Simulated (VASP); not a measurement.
# ScAl3N4 (P1) in VASP: relaxation of cell and atoms with PBE

Aim: the relaxation of cell and atoms of ScAl3N4 with PBE.

All numbers are computed with VASP 6.6.1; they aren't measurements. Logs are shortened: lines on timing, memory, paths and dates and some standing lists are left out, and cuts for length are marked.

**1. The cell of the first run**

The typed cell holds 16 atoms: a = 5.037 Å, b = 5.684 Å, c = 6.439 Å, α = 89.28°, β = 91.59°, γ = 89.64°.

**2. Relaxation of cell and atoms, PBE**

File INCAR:

```
  PREC = Accurate
  ENCUT = 600
  EDIFF = 1E-6
  ISMEAR = 0
  SIGMA = 0.1
  LREAL = Auto
  LASPH = T
  NELM = 80
  ALGO = Normal
  ISIF = 3
  LWAVE = F
  LCHARG = F
  GGA = PE
  IBRION = 2
  NSW = 80
  EDIFFG = -0.025
```

File KPOINTS:

```
regular mesh
0
Gamma
  4 4 2
```

File POSCAR:

```
ScAl3N4
1.0
    0.0697277489     -0.0162159849     -5.0367542562
   -0.0357142419     -5.6834400004     -0.0179616936
   -6.4386371456     -0.0412735761      0.0892565836
Sc Al N
2 6 8
Direct
    0.0242717296      0.1711009850      0.9871700896
    0.5167656022      0.8290321193      0.4986238049
    0.4923395450      0.8192021790      1.0020529479
    0.9900493955      0.1778027332      0.5050592245
    1.0117164304      0.6614664867      0.7488318524
    0.4913667834      0.3363780542      0.2588149253
    0.4838791656      0.3419285545      0.7487692699
    0.9895927557      0.6657867096      0.2505675908
    0.1202688954      0.8073941780     -0.0023365245
    0.5696387694      0.1520537832      1.0081013254
    0.6066717676      0.6614892042      0.7687202711
    0.6168953071      0.6525391429      0.2345552347
    0.6198722067      0.1945916390      0.4970604516
    0.0783131105      0.8473602075      0.5056099683
    0.1274489805      0.3354552926      0.2634495406
    0.1309095554      0.3464187309      0.7249500274
```

Potentials or basis: VASP PAW PBE potentials, release 64 (Sc_sv, Al, N).

On the command line:

```sh
$ cat potpaw_PBE.64/Sc_sv/POTCAR potpaw_PBE.64/Al/POTCAR potpaw_PBE.64/N/POTCAR > POTCAR
$ mpirun -np 1 vasp_std > vasp.out
```

OUTCAR:

```text
PREC = Accurate
   ENCUT = 600
   EDIFF = 1E-6
   ISMEAR = 0
   LREAL = Auto
   LASPH = T
   NELM = 80
   ISIF = 3
   GGA = PE
   IBRION = 2
   NSW = 80
   EDIFFG = -0.025

 ion  position               nearest neighbor table
   1  0.024  0.171  0.987-  16 2.04  15 2.07   9 2.12  10 2.30   7 2.97   6 3.05   3 3.08   4 3.10
                             5 3.16   7 3.23   5 3.30   8 3.31   8 3.32   4 3.34   3 3.36   6 3.38
   2  0.517  0.829  0.499-  11 2.01  12 2.06  13 2.14  14 2.21   8 3.05   5 3.07   4 3.11   5 3.19
                             7 3.19   3 3.20   8 3.21   6 3.22   3 3.25   6 3.25   4 3.30   7 3.35
   3  0.492  0.819  0.002-  12 1.85  11 1.86   9 1.88  10 1.93   5 3.03   8 3.05   1 3.08   8 3.15
                             7 3.18   6 3.19   2 3.20   2 3.25   5 3.25   1 3.36
   4  0.990  0.178  0.505-  16 1.85  13 1.87  14 1.93  15 1.93   6 3.06   7 3.06   1 3.10   2 3.11
                             6 3.15   7 3.17   5 3.18   8 3.20   2 3.30   5 3.31   1 3.34   8 3.36
   5  0.012  0.661  0.749-   9 1.88  16 1.89  14 1.92  11 2.05   7 2.98   3 3.03   2 3.07   1 3.16
                             4 3.18   2 3.19   8 3.21   7 3.23   8 3.24   3 3.25   1 3.30   4 3.31
   6  0.491  0.336  0.259-  13 1.82  15 1.83  12 1.91  10 1.98   1 3.05   4 3.06   8 3.13   8 3.14
                             4 3.15   7 3.16   3 3.19   2 3.22   2 3.25   7 3.28   1 3.38
   7  0.484  0.342  0.749-  16 1.78  11 1.93  13 1.97  10 2.01   1 2.97   5 2.98   4 3.06   6 3.16
                             4 3.17   3 3.18   2 3.19   1 3.23   5 3.23   6 3.28   2 3.35
   8  0.990  0.666  0.251-  12 1.88   9 1.94  14 1.99  15 2.00   2 3.05   3 3.05   6 3.13   6 3.14
                             3 3.15   4 3.20   5 3.21   2 3.21   5 3.24   1 3.31   1 3.32   4 3.36
   9  0.120  0.807  0.998-   3 1.88   5 1.88   8 1.94   1 2.12
  10  0.570  0.152  0.008-   3 1.93   6 1.98   7 2.01   1 2.30
  11  0.607  0.661  0.769-   3 1.86   7 1.93   2 2.01   5 2.05
  12  0.617  0.653  0.235-   3 1.85   8 1.88   6 1.91   2 2.06
  13  0.620  0.195  0.497-   6 1.82   4 1.87   7 1.97   2 2.14
  14  0.078  0.847  0.506-   5 1.92   4 1.93   8 1.99   2 2.21
  15  0.127  0.335  0.263-   6 1.83   4 1.93   8 2.00   1 2.07
  16  0.131  0.346  0.725-   7 1.78   4 1.85   5 1.89   1 2.04

  LATTYP: Found a triclinic cell.
 ALAT       =     7.5707875972
 B/A-ratio  =     0.7507251420
 C/A-ratio  =     1.0942917199
 COS(alpha) =     0.0060056054
 COS(beta)  =     0.4233750839
 COS(gamma) =     0.7465386589

  Lattice vectors:

 A1 = (   0.1054419908,   5.6672240155,  -5.0187925626)
 A2 = (   0.0357142419,   5.6834400004,   0.0179616936)
 A3 = (   6.5083648945,   0.0250575912,  -5.1260108398)

Analysis of symmetry for initial positions (statically):
=====================================================================
 Subroutine PRICEL returns:
 Original cell was already a primitive cell.

 Routine SETGRP: Setting up the symmetry group for a
 triclinic supercell.

 Subroutine GETGRP returns: Found  1 space group operations
 (whereof  1 operations were pure point group operations)
 out of a pool of  2 trial point group operations.

The static configuration has the point symmetry C_1 .

Analysis of symmetry for dynamics (positions and initial velocities):
=====================================================================
 Subroutine PRICEL returns:
 Original cell was already a primitive cell.

 Routine SETGRP: Setting up the symmetry group for a
 triclinic supercell.

 Subroutine GETGRP returns: Found  1 space group operations
 (whereof  1 operations were pure point group operations)
 out of a pool of  2 trial point group operations.

The dynamic configuration has the point symmetry C_1 .

 Subroutine INISYM returns: Found  1 space group operations
 (whereof  1 operations are pure point group operations),
 and found     1 'primitive' translations

----------------------------------------------------------------------------------------

                                     Primitive cell

  volume of cell :     184.2682

  direct lattice vectors                    reciprocal lattice vectors
     0.069727749 -0.016215985 -5.036754256    -0.002756991  0.000644911 -0.198580801
    -0.035714242 -5.683440000 -0.017961694     0.001136019 -0.175958756  0.000582231
    -6.438637146 -0.041273576  0.089256584    -0.155348529  0.000983003 -0.002153777

  length of vectors
     5.037262982  5.683580594  6.439388056     0.198600986  0.175963386  0.155366568

  position of ions in fractional coordinates (direct lattice)
     0.024271730  0.171100985  0.987170090
     0.516765602  0.829032119  0.498623805
     0.492339545  0.819202179  0.002052948
     0.990049396  0.177802733  0.505059225
     0.011716430  0.661466487  0.748831852
     0.491366783  0.336378054  0.258814925
[... 8 lines left out ...]
     0.127448980  0.335455293  0.263449541
     0.130909555  0.346418731  0.724950027

  ion indices of the primitive-cell ions
   primitive index   ion index
                 1           1
                 2           2
                 3           3
                 4           4
                 5           5
                 6           6
[... 8 lines left out ...]
                15          15
                16          16

----------------------------------------------------------------------------------------

 KPOINTS: regular mesh

Automatic generation of k-mesh.
 Grid dimensions read from file:
 generate k-points for:    4    4    2

 Generating k-lattice:

  Cartesian coordinates                     Fractional coordinates (reciprocal lattice)
    -0.000689248  0.000161228 -0.049645200     0.250000000 -0.000000000  0.000000000
     0.000284005 -0.043989689  0.000145558    -0.000000000  0.250000000 -0.000000000
    -0.077674265  0.000491502 -0.001076888     0.000000000 -0.000000000  0.500000000

  Length of vectors
     0.049650246  0.043990846  0.077683284

  Shift w.r.t. Gamma in fractional coordinates (k-lattice)
     0.000000000  0.000000000  0.000000000

 Subroutine IBZKPT returns following result:
 ===========================================

 Found     20 irreducible k-points:

 Following reciprocal coordinates:
            Coordinates               Weight
  0.000000  0.000000  0.000000      1.000000
  0.250000  0.000000  0.000000      2.000000
  0.500000  0.000000  0.000000      1.000000
 -0.000000  0.250000 -0.000000      2.000000
  0.250000  0.250000  0.000000      2.000000
  0.500000  0.250000  0.000000      2.000000
[... 12 lines left out ...]
  0.250000  0.500000  0.500000      2.000000
  0.500000  0.500000  0.500000      1.000000
   k-points           NKPTS =     20   k-points in BZ     NKDIM =     20   number of bands    NBANDS=     49
   number of dos      NEDOS =    301   number of ions     NIONS =     16
   total plane-waves  NPLWV = 103680
   dimension x,y,z NGX =    40 NGY =   48 NGZ =   54
   dimension x,y,z NGXF=    80 NGYF=   96 NGZF=  108
   ions per type =               2   6   8
   NGX,Y,Z   is equivalent  to a cutoff of  13.20, 14.04, 13.94 a.u.
   NGXF,Y,Z  is equivalent  to a cutoff of  26.40, 28.08, 27.88 a.u.
 SYSTEM =  unknown system
   PREC   = accura    normal or accurate (medium, high low for compatibility)
   ISTART =      0    job   : 0-new  1-cont  2-samecut
   ICHARG =      2    charge: 1-file 2-atom 10-const
   ISPIN  =      1    spin polarized calculation?
   LNONCOLLINEAR =      F non collinear calculations
   LSORBIT =      F    spin-orbit coupling
   LASPH  =      T    aspherical Exc in radial PAW
   ENCUT  =  600.0 eV  44.10 Ry    6.64 a.u.  10.06 11.35 12.86*2*pi/ulx,y,z
   NELM   =     80;   NELMIN=  2; NELMDL= -5     # of ELM steps
   EDIFF  = 0.1E-05   stopping-criterion for ELM
   LREAL  =      T    real-space projection
   EDIFFG = -.3E-01   stopping-criterion for IOM
   NSW    =     80    number of steps for IOM
   IBRION =      2    ionic relax: 0-MD 1-quasi-New 2-CG
   NFREE  =      1    steps in history (QN), initial steepest desc. (CG)
   ISIF   =      3    stress and relaxation
   ISYM   =      2    0-nonsym 1-usesym 2-fastsym
   POTIM  = 0.5000    time-step for ionic-motion
   TEBEG  =    0.0;   TEEND  =   0.0 temperature during run
   PSTRESS=    0.0 pullay stress
   NELECT =      80.0000    total number of electrons
   NUPDOWN=      -1.0000    fix difference up-down
   EMIN   =  10.00;   EMAX   =-10.00  energy-range for DOS
   EFERMI =   0.00;   METHOD = LEGACY
   ISMEAR =     0;   SIGMA  =   0.10  broadening in eV -4-tet -1-fermi 0-gaus
   EFERMI_NEDOS =   21; number of points for ismear=-14 and -15
   IALGO  =     38    algorithm
   IMIX   =      4    mixing-type and parameters
     AMIX     =   0.40;   BMIX     =  1.00
     AMIX_MAG =   1.60;   BMIX_MAG =  1.00
  volume/ion in A,a.u.               =      11.52        77.72
  Fermi-wavevector in a.u.,A,eV,Ry     =   1.239618  2.342539 20.907443  1.536654
  Thomas-Fermi vector in A             =   2.374094
   LORBIT       =      0    0 simple, 1 ext, 2 COOP (PROOUT), +10 PAW based schemes
   GGA     = PE    functional components
   LHFCALC =     F    Hartree Fock is set to
   AEXX    =    0.0000 exact exchange contribution
   IVDW    =     0    specifies the selected vdW correction
   LEPSILON=     F    determine dielectric tensor
   LRPA    =     F    only Hartree local field effects (RPA)
 conjugate gradient relaxation of ions
 non-spin polarized calculation
 Gauss-broadening in eV      SIGMA  =   0.10
  energy-cutoff  :      600.00
  volume of cell :      184.27
 maximum number of plane-waves:      6173
   NGX = 21   NGY = 23   NGZ = 25

--------------------------------------- Ionic step        1  -------------------------------------------

 number of electron      79.9999996 magnetization

 Free energy of the ion-electron system (eV)
  ---------------------------------------------------
  ext. energy  EPLUGINS =         0.00000000
  ---------------------------------------------------
  free energy    TOTEN  =      -123.81859999 eV

  energy without entropy =     -123.81859999  energy(sigma->0) =     -123.81859999

------------------------ aborting loop because EDIFF is reached ----------------------------------------

  FORCE on cell =-STRESS in cart. coord.  units (eV):
  Direction    XX          YY          ZZ          XY          YZ          ZX
  --------------------------------------------------------------------------------------
  -------------------------------------------------------------------------------------
  Total        3.9869366     -3.8910984      3.7293682     -2.2080947     -0.4581446      3.2366554
  in kB       34.6656566    -33.8323620     32.4261488    -19.1989645     -3.9834800     28.1421047
  external PRESSURE =      11.0864811 kB  Pullay stress =       0.0000000 kB
[... 131 lines left out ...]
  FREE ENERGIE OF THE ION-ELECTRON SYSTEM (eV)
  ---------------------------------------------------
  free  energy   TOTEN  =      -124.3803240905 eV

  energy  without entropy=     -124.3803240905  energy(sigma->0) =     -124.38032409

[... ionic steps 4 to 11 ...]

--------------------------------------- Ionic step       12  -------------------------------------------

 number of electron      79.9999994 magnetization

------------------------ aborting loop because EDIFF is reached ----------------------------------------
[... 95 lines left out ...]
--------------------------------------- Ionic step       14  -------------------------------------------

 number of electron      79.9999994 magnetization

 Free energy of the ion-electron system (eV)
  ---------------------------------------------------
  ext. energy  EPLUGINS =         0.00000000
  ---------------------------------------------------
  free energy    TOTEN  =      -124.51308364 eV

  energy without entropy =     -124.51308364  energy(sigma->0) =     -124.51308364

 E-fermi :   5.5363     XC(G=0): -10.7505

 val. band max:        4.9441633661   @ k =   0.0000   0.0000   0.0000
 cond. band min:       8.6161506955   @ k =   0.0000   0.0000   0.0000
 fundamental gap:      3.6719873294
 Fermi energy:         5.5363392751

 k-point     1 :       0.0000    0.0000    0.0000
  band No.  band energies     occupation
      1     -42.2197      2.00000
      2     -42.2191      2.00000
      3     -20.9762      2.00000
      4     -20.9657      2.00000
      5     -20.9594      2.00000
      6     -20.9548      2.00000
[... 1072 lines left out ...]
  FREE ENERGIE OF THE ION-ELECTRON SYSTEM (eV)
  ---------------------------------------------------
  free  energy   TOTEN  =      -124.5130836429 eV

  energy  without entropy=     -124.5130836429  energy(sigma->0) =     -124.51308364

 reached required accuracy - stopping structural energy minimisation
```

Wall time 42 min (1 thread of Intel Xeon Platinum 8259CL at 2.50GHz (Skylake/Cascade Lake), shared host); peak memory 0.41 GiB.

What came out:

```
Free energy                           : -124.5131 eV
Relaxed volume                        : 11.51 Å³/atom
Relaxed cell                          : a = 5.065 Å, b = 5.606 Å, c = 6.484 Å, α = 90.01°, β = 90.00°, γ = 90.00°
Space group after relaxing (to 0.1 Å) : Pmn2_1 (No. 31)
Energy gained by relaxing             : 43.4 meV/atom
Ionic steps                           : 14
Pressure after relaxing               : 0.0 GPa
Largest force after relaxing          : 0.019 eV/Å
Band gap on the k mesh                : 3.67 eV
```

Forces on the atoms (eV/Å):
```
Sc   0.000 -0.001  0.002
Sc   0.002 -0.002  0.001
Al   0.011  0.001 -0.006
Al  -0.012  0.002  0.000
Al  -0.003 -0.008  0.000
Al  -0.005  0.005 -0.004
Al   0.006  0.000 -0.005
Al  -0.003  0.000  0.001
N   -0.008  0.004  0.002
N   -0.004 -0.003  0.000
N    0.011 -0.012  0.009
N    0.013 -0.004 -0.002
N   -0.002 -0.001 -0.002
N   -0.006  0.007 -0.004
N    0.000  0.002  0.000
N    0.003  0.010  0.009
```

Step by step:
| step | energy change (eV) | largest force (eV/Å) | pressure (GPa) | volume (Å³) |
| --- | --- | --- | --- | --- |
| 1 | 0.0000 | 2.3652 | 1.11 | 184.27 |
| 2 | -0.4601 | 1.3303 | -1.92 | 186.34 |
| 3 | -0.5617 | 0.8102 | -1.49 | 185.70 |
| 4 | -0.6615 | 0.3224 | 0.73 | 183.23 |
| 5 | -0.6615 | 0.3236 | 0.65 | 183.31 |
| 6 | -0.6828 | 0.1841 | -0.10 | 184.12 |
| 7 | -0.6837 | 0.1771 | -0.29 | 184.34 |
| 8 | -0.6908 | 0.1116 | 0.02 | 184.06 |
| 9 | -0.6909 | 0.1230 | 0.09 | 184.00 |
| 10 | -0.6934 | 0.0525 | 0.03 | 184.07 |
| 11 | -0.6935 | 0.0619 | 0.02 | 184.08 |
| 12 | -0.6942 | 0.0371 | -0.02 | 184.14 |
| 13 | -0.6943 | 0.0395 | -0.04 | 184.17 |
| 14 | -0.6945 | 0.0185 | 0.02 | 184.11 |

Final structure:
```cif
data_structure
_symmetry_space_group_name_H-M 'P 1'
_symmetry_Int_Tables_number 1
_cell_length_a 5.0654
_cell_length_b 5.6060
_cell_length_c 6.4835
_cell_angle_alpha 90.014
_cell_angle_beta 90.005
_cell_angle_gamma 89.998
_cell_volume 184.11
loop_
_atom_site_label
_atom_site_type_symbol
_atom_site_fract_x
_atom_site_fract_y
_atom_site_fract_z
_atom_site_occupancy
Sc1 Sc 0.00925 0.16344 0.99975 1
Sc2 Sc 0.50928 0.83653 0.50037 1
Al1 Al 0.49498 0.82102 0.00032 1
Al2 Al 0.99501 0.17903 0.49971 1
Al3 Al 0.99553 0.66215 0.74961 1
Al4 Al 0.49537 0.33778 0.24961 1
Al5 Al 0.49549 0.33771 0.75035 1
Al6 Al 0.99543 0.66233 0.25025 1
N1 N 0.11894 0.80361 0.99993 1
N2 N 0.58056 0.15846 0.99994 1
N3 N 0.62036 0.65559 0.76664 1
N4 N 0.62004 0.65582 0.23410 1
N5 N 0.61888 0.19644 0.49990 1
N6 N 0.08049 0.84156 0.49994 1
N7 N 0.12006 0.34426 0.26603 1
N8 N 0.12032 0.34428 0.73355 1
```

Levels at points of the mesh, in eV from the valence-band top:
| k point | band 37 | band 38 | band 39 | band 40 | band 41 | band 42 | band 43 | band 44 |
| --- | --- | --- | --- | --- | --- | --- | --- | --- |
| (0.00, 0.00, 0.00) | -0.50 | -0.47 | -0.27 | 0.00 | 3.67 | 4.12 | 4.12 | 4.13 |
| (0.50, 0.00, 0.00) | -0.44 | -0.44 | -0.40 | -0.40 | 4.26 | 4.26 | 4.76 | 4.76 |
| (0.00, 0.50, 0.00) | -0.29 | -0.27 | -0.22 | -0.07 | 3.99 | 4.30 | 4.34 | 4.46 |
| (0.50, 0.50, 0.00) | -0.54 | -0.54 | -0.32 | -0.32 | 4.57 | 4.57 | 4.78 | 4.78 |
| (0.00, 0.00, 0.50) | -0.44 | -0.44 | -0.07 | -0.07 | 3.92 | 3.92 | 4.82 | 4.82 |
| (0.50, 0.00, 0.50) | -0.49 | -0.49 | -0.18 | -0.18 | 4.63 | 4.63 | 4.87 | 4.87 |
| (0.00, 0.50, 0.50) | -0.25 | -0.25 | -0.11 | -0.11 | 4.30 | 4.31 | 4.69 | 4.69 |
| (0.50, 0.50, 0.50) | -0.36 | -0.35 | -0.22 | -0.22 | 4.59 | 4.59 | 4.78 | 4.79 |

Caveat: the k points lie up to 0.48 Å⁻¹ apart in the final cell.
